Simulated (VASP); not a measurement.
A run of VASP 6.6.1 is set up as follows.

INCAR

```
ALGO = Fast
EDIFF = 1E-6
ENCUT = 520
GGA = PS
ISIF = 2
ISMEAR = 0
LASPH = True
LCHARG = False
LREAL = False
LWAVE = False
NBANDS = 28
NELM = 100
PREC = Accurate
SIGMA = 0.15
```

File KPOINTS:

```
k-points
0
Gamma
  12 12 10
```

Contents of POSCAR:

```
SnO
1.0
    3.8020000000      0.0000000000      0.0000000000
    0.0000000000      3.8020000000      0.0000000000
    0.0000000000      0.0000000000      4.8360000000
Sn O
2 2
Direct
    0.0000000000      0.5000000000      0.2385000000
    0.5000000000      0.0000000000      0.7615000000
   -0.0789058390      0.0000000000     -0.0310173697
    0.5000000000      0.5000000000      0.0000000000
```

Potentials or basis: VASP PAW PBE potentials, release 64 (Sn_d, O).

Command:

```bash
$ cat potpaw_PBE.64/Sn_d/POTCAR potpaw_PBE.64/O/POTCAR > POTCAR
$ mpirun -np 1 vasp_std > vasp.out
```

(1) Estimate the largest force.

(2) Predict the pressure.

(3) Predict the band gap on the k mesh.

Results:

(1) 5.104 eV/Å.

(2) 4.9 GPa.

(3) zero (bands 20 and 21 overlap by 0.05 eV).

Caveat: the cell differs from its parent crystal (atom 3 (O) moved by (-0.300, -0.150) A along x and z); the stress differs along the axes, from 0 to 11 GPa; semilocal functionals underestimate gaps, and a narrow one can read as zero; the PAW data sets were made with another functional, which shifts forces and pressure a little; spin-orbit coupling is left out, which moves the levels of the heavy elements.
